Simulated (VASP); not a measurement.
# Al2C (I4/mmm) in VASP: notebook, part 2 of 2

VASP 6.6.1. Earlier steps stand in the parts before.

## (3) Relaxation of cell and atoms, PBE

This run uses another cell than the first one, of 12.10 Å³/atom, 1.028 times its volume.

Input file INCAR:

```
SYSTEM = Al2C
PREC     = Accurate       ! precision mode
ENCUT    = 600            ! plane-wave cutoff, eV
EDIFF    = 1E-6           ! SCF threshold, eV
ISMEAR   = 0              ! smearing method
SIGMA    = 0.1            ! smearing width, eV
LREAL    = .False.        ! projectors in reciprocal space
LASPH    = .True.         ! aspherical terms in the spheres
NELM     = 100            ! most SCF steps
ALGO     = Normal         ! electronic algorithm
ISIF     = 3              ! what is computed and relaxed
LWAVE    = .False.        ! write WAVECAR
LCHARG   = .False.        ! write CHGCAR
GGA      = PE             ! functional
IBRION   = 2              ! ionic algorithm
NSW      = 90             ! ionic steps
EDIFFG   = -0.04          ! ionic threshold
```

Input file KPOINTS:

```
Automatic mesh
0
Gamma
  8 8 8
  0 0 0
```

Input file POSCAR:

```
Al2C
1.0
   -1.5466450330      1.5466450330      3.7941135966
    1.5466450330     -1.5466450330      3.7941135966
    1.5466450330      1.5466450330     -3.7941135966
Al C
2 1
Direct
    0.6650000000      0.6650000000      0.0000000000
    0.3350000000      0.3350000000      0.0000000000
    0.0000000000      0.0000000000      0.0000000000
```

Potentials or basis: VASP PAW PBE potentials, release 64 (Al, C).

Started as:

```
> cat potpaw_PBE.64/Al/POTCAR potpaw_PBE.64/C/POTCAR > POTCAR
> mpirun -np 1 vasp_std > vasp.out
```

OUTCAR:

```text
SYSTEM = Al2C
   PREC = Accurate
   ENCUT = 600
   EDIFF = 1E-6
   ISMEAR = 0
   LREAL = .False.
   LASPH = .True.
   NELM = 100
   ISIF = 3
   GGA = PE
   IBRION = 2
   NSW = 90
   EDIFFG = -0.04

 ion  position               nearest neighbor table
   1  0.665  0.665  0.000-   2 2.50   3 2.52   3 2.52   3 2.52   3 2.52   2 2.54   2 2.54   2 2.54
                             2 2.54   3 2.54
   2  0.335  0.335  0.000-   1 2.50   3 2.52   3 2.52   3 2.52   3 2.52   1 2.54   1 2.54   1 2.54
                             1 2.54   3 2.54
   3  0.000  0.000  0.000-   1 2.52   1 2.52   1 2.52   2 2.52   1 2.52   2 2.52   2 2.52   2 2.52
                             1 2.54   2 2.54

  LATTYP: Found a body centered tetragonal cell.
 ALAT       =     3.0932900660
 C/A-ratio  =     2.4531250000

  Lattice vectors:

 A1 = (  -1.5466450330,   1.5466450330,   3.7941135966)
 A2 = (   1.5466450330,  -1.5466450330,   3.7941135966)
 A3 = (   1.5466450330,   1.5466450330,  -3.7941135966)

Analysis of symmetry for initial positions (statically):
=====================================================================
 Subroutine PRICEL returns:
 Original cell was already a primitive cell.

 Routine SETGRP: Setting up the symmetry group for a
 body centered tetragonal supercell.

 Subroutine GETGRP returns: Found 16 space group operations
 (whereof 16 operations were pure point group operations)
 out of a pool of 16 trial point group operations.

The static configuration has the point symmetry D_4h.

Analysis of symmetry for dynamics (positions and initial velocities):
=====================================================================
 Subroutine PRICEL returns:
 Original cell was already a primitive cell.

 Routine SETGRP: Setting up the symmetry group for a
 body centered tetragonal supercell.

[... 150 lines left out ...]
  ---------------------------------------------------
  ext. energy  EPLUGINS =         0.00000000
  ---------------------------------------------------
  free energy    TOTEN  =       -13.24240335 eV

  energy without entropy =      -13.23844478  energy(sigma->0) =      -13.24042406

------------------------ aborting loop because EDIFF is reached ----------------------------------------

  FORCE on cell =-STRESS in cart. coord.  units (eV):
  Direction    XX          YY          ZZ          XY          YZ          ZX
  --------------------------------------------------------------------------------------
  -------------------------------------------------------------------------------------
  Total       -0.1872331     -0.1872331      0.7385786      0.0000000      0.0000000      0.0000000
  in kB       -8.2630736     -8.2630736     32.5953544      0.0000000      0.0000000      0.0000000
  external PRESSURE =       5.3564024 kB  Pullay stress =       0.0000000 kB
[... 92 lines left out ...]
  FREE ENERGIE OF THE ION-ELECTRON SYSTEM (eV)
  ---------------------------------------------------
  free  energy   TOTEN  =       -13.4257978388 eV

  energy  without entropy=      -13.4205878046  energy(sigma->0) =      -13.42319282

[... ionic steps 4 to 18 ...]

--------------------------------------- Ionic step       19  -------------------------------------------

 number of electron      10.0000000 magnetization

------------------------ aborting loop because EDIFF is reached ----------------------------------------
[... 69 lines left out ...]
--------------------------------------- Ionic step       21  -------------------------------------------

 number of electron      10.0000000 magnetization

 Free energy of the ion-electron system (eV)
  ---------------------------------------------------
  ext. energy  EPLUGINS =         0.00000000
  ---------------------------------------------------
  free energy    TOTEN  =       -14.34519816 eV

  energy without entropy =      -14.33918543  energy(sigma->0) =      -14.34219180

 E-fermi :   9.0775     XC(G=0): -11.1251

 val. band max:        9.0567459103   @ k =  -0.2500   0.3750   0.2500
 cond. band min:       9.1524441986   @ k =   0.3750   0.1250  -0.0000
 fundamental gap:      0.0956982883
 Fermi energy:         9.0774786253

 k-point     1 :       0.0000    0.0000    0.0000
  band No.  band energies     occupation
      1      -5.5646      2.00000
      2       1.7507      2.00000
      3       1.8452      2.00000
      4       9.4456      0.00000
      5       9.4456      0.00000
      6      14.4369      0.00000
      7      15.2614      0.00000
      8      16.6477      0.00000
      9      16.8080      0.00000
[... 265 lines left out ...]
 k-point    24 :       0.3750    0.1250    0.1250
  band No.  band energies     occupation
      1      -1.2069      2.00000
      2       1.6663      2.00000
      3       4.6890      2.00000
      4       6.1413      2.00000
      5       7.2406      2.00000
      6       9.3859      0.00001
      7      11.9666      0.00000
      8      12.1352      0.00000
      9      14.6042      0.00000

 [... further k-points ...]
[... 5 lines left out ...]
  --------------------------------------------------------------------------------------
  -------------------------------------------------------------------------------------
  Total        0.0466482      0.0466482      0.0391672      0.0000000      0.0000000      0.0000000
  in kB        2.1215125      2.1215125      1.7812836      0.0000000      0.0000000      0.0000000
  external PRESSURE =       2.0081029 kB  Pullay stress =       0.0000000 kB
[... 18 lines left out ...]
  FREE ENERGIE OF THE ION-ELECTRON SYSTEM (eV)
  ---------------------------------------------------
  free  energy   TOTEN  =       -14.3451981558 eV

  energy  without entropy=      -14.3391854346  energy(sigma->0) =      -14.34219180

 reached required accuracy - stopping structural energy minimisation
```

OSZICAR:

```text
N       E                     dE             d eps       ncg     rms          rms(c)
DAV:   1     0.112221969621E+02    0.11222E+02   -0.48223E+03  1062   0.108E+03
DAV:   2    -0.126891953629E+02   -0.23911E+02   -0.23056E+02  1549   0.108E+02
DAV:   3    -0.137411659057E+02   -0.10520E+01   -0.10195E+01  1292   0.230E+01
DAV:   4    -0.137527038461E+02   -0.11538E-01   -0.11514E-01  1529   0.243E+00
[... 173 lines left out ...]
DAV:   1    -0.143458317167E+02   -0.12205E-02   -0.28087E-02  1183   0.115E+00    0.119E-01
DAV:   2    -0.143452538435E+02    0.57787E-03   -0.53492E-03  1260   0.416E-01    0.426E-02
DAV:   3    -0.143452025968E+02    0.51247E-04   -0.33556E-04  1245   0.127E-01    0.188E-02
DAV:   4    -0.143451984525E+02    0.41443E-05   -0.27843E-05  1218   0.410E-02    0.585E-03
DAV:   5    -0.143451981558E+02    0.29667E-06   -0.13055E-06   652   0.838E-03
  21 F= -.14345198E+02 E0= -.14342192E+02  d E =-.329462E-02
```

Wall time 9.6 min (1 thread of Intel Xeon 8259CL, shared host); peak memory 0.22 GiB.

Results:

* Free energy: -14.3452 eV
* Relaxed volume: 11.74 Å³/atom
* Relaxed cell: a = 5.179 Å, b = 5.179 Å, c = 5.179 Å, α = 149.72°, β = 149.72°, γ = 43.35°
* Space group after relaxing (to 0.05 Å): I4/mmm (No. 139)
* Energy gained by relaxing: 367.6 meV/atom
* Ionic steps: 21
* Pressure after relaxing: 0.2 GPa
* Largest force after relaxing: 0.010 eV/Å
* Band gap on the k mesh: zero (band 5 reaches 10.03 eV, above the bottom of band 6 at 7.80 eV)

Forces on the atoms (eV/Å):
```
Al   0.000  0.000  0.010
Al   0.000  0.000 -0.010
C    0.000  0.000  0.000
```

Step by step:
```
step  energy change (eV)  largest force (eV/Å)  pressure (GPa)  volume (Å³)
   1              0.0000                1.6255            0.54        36.30
   2             -0.1724                0.1589           -1.18        36.51
   3             -0.1834                0.3448           -1.24        36.58
   4             -0.2937                0.4389           -1.63        36.51
   5             -0.5958                0.9398           -0.30        36.12
   6             -0.5034                3.5609           14.96        34.67
   7             -0.6782                2.3103            4.45        35.60
   8             -0.8524                1.5709            2.91        35.85
   9             -0.8993                0.9547            2.95        36.22
  10             -0.9845                1.1615            2.59        36.09
  11             -0.9859                1.0966            2.60        36.12
  12             -1.0146                0.8695            1.01        36.33
  13             -1.0376                0.3329           -2.77        36.91
  14             -1.0390                0.4259           -2.13        36.80
  15             -1.0572                0.3398           -1.81        36.52
  16             -1.0962                0.2205           -0.68        35.70
  17             -0.9770                0.8504            4.35        34.06
  18             -1.0993                0.1469           -0.33        35.52
  19             -1.0995                0.1190           -0.15        35.45
  20             -1.1022                0.0577            0.04        35.32
  21             -1.1028                0.0096            0.20        35.23
```

Final structure:
```
Al C
1.0
    -1.35275    1.35275    4.81286
     1.35275   -1.35275    4.81286
     1.35275    1.35275   -4.81286
Al C
2 1
Direct
  0.63734 0.63734 0.00000
  0.36266 0.36266 0.00000
  0.00000 0.00000 0.00000
```

Levels at points of the mesh, in eV from the Fermi level:
| k point | band 2 | band 3 | band 4 | band 5 | band 6 | band 7 | band 8 | band 9 |
| --- | --- | --- | --- | --- | --- | --- | --- | --- |
| (0.00, 0.00, 0.00) | -7.33 | -7.23 | 0.37 | 0.37 | 5.36 | 6.18 | 7.57 | 7.73 |
| (0.50, 0.00, 0.00) | -8.48 | -5.45 | -4.00 | -0.52 | 1.68 | 1.83 | 7.25 | 9.01 |
| (0.50, 0.50, 0.00) | -5.61 | -5.34 | -2.19 | -1.05 | -0.98 | 1.27 | 2.86 | 3.08 |
| (0.50, 0.50, 0.50) | -10.37 | -1.74 | 0.32 | 0.32 | 0.97 | 5.35 | 6.13 | 9.89 |
